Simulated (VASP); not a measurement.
A run of VASP 6.6.1 is set up as follows.

POSCAR

```
ScRu3
1.0
   -1.9148710474      1.9148710474      4.0275644182
    1.9148710474     -1.9148710474      4.0275644182
    1.9148710474      1.9148710474     -4.0275644182
Ru Sc
3 1
Direct
    0.5000000000      0.5000000000      0.0000000000
    0.2500000000      0.7500000000      0.5000000000
    0.7500000000      0.2500000000      0.5000000000
    0.0000000000      0.0000000000      0.0000000000
```

File INCAR.step1:

```
SYSTEM = ScRu3
ALGO = Normal
EDIFF = 1E-4
ENCUT = 520
GGA = PE
ISMEAR = -1
LASPH = .TRUE.
LCHARG = .FALSE.
LREAL = .FALSE.
LWAVE = .TRUE.
NBANDS = 34
NELM = 60
PREC = Accurate
SIGMA = 0.05
```

File INCAR.step2:

```
SYSTEM = ScRu3
ALGO = Normal
EDIFF = 1E-7
ENCUT = 520
ISIF = 2
ISMEAR = -1
ISTART = 1
IVDW = 12
LASPH = .TRUE.
LCHARG = .FALSE.
LMIXTAU = .TRUE.
LREAL = .FALSE.
LWAVE = .FALSE.
METAGGA = R2SCAN
NBANDS = 34
NELM = 60
PREC = Accurate
SIGMA = 0.05
VDW_A1 = 0.49484001
VDW_A2 = 5.73083694
VDW_S6 = 1.0
VDW_S8 = 0.78981345
```

The input KPOINTS:

```
k-points
0
G
  10 10 10
  0 0 0
```

Potentials or basis: VASP PAW PBE potentials, release 64 (Ru_pv, Sc_sv).

Command:

```sh
$ cat potpaw_PBE.64/Ru_pv/POTCAR potpaw_PBE.64/Sc_sv/POTCAR > POTCAR
$ cp INCAR.step1 INCAR
$ mpirun -np 1 vasp_std > vasp.out
$ cp INCAR.step2 INCAR
$ mpirun -np 1 vasp_std > vasp.out
```

(1) Predict the band gap on the k mesh.

(2) Estimate the pressure.

Results:

(1) zero (an odd number of electrons rules out a gap without spin polarisation).

(2) -0.4 GPa.

Caveat: three body term missing; the PAW data sets were made with another functional, which shifts forces and pressure a little.
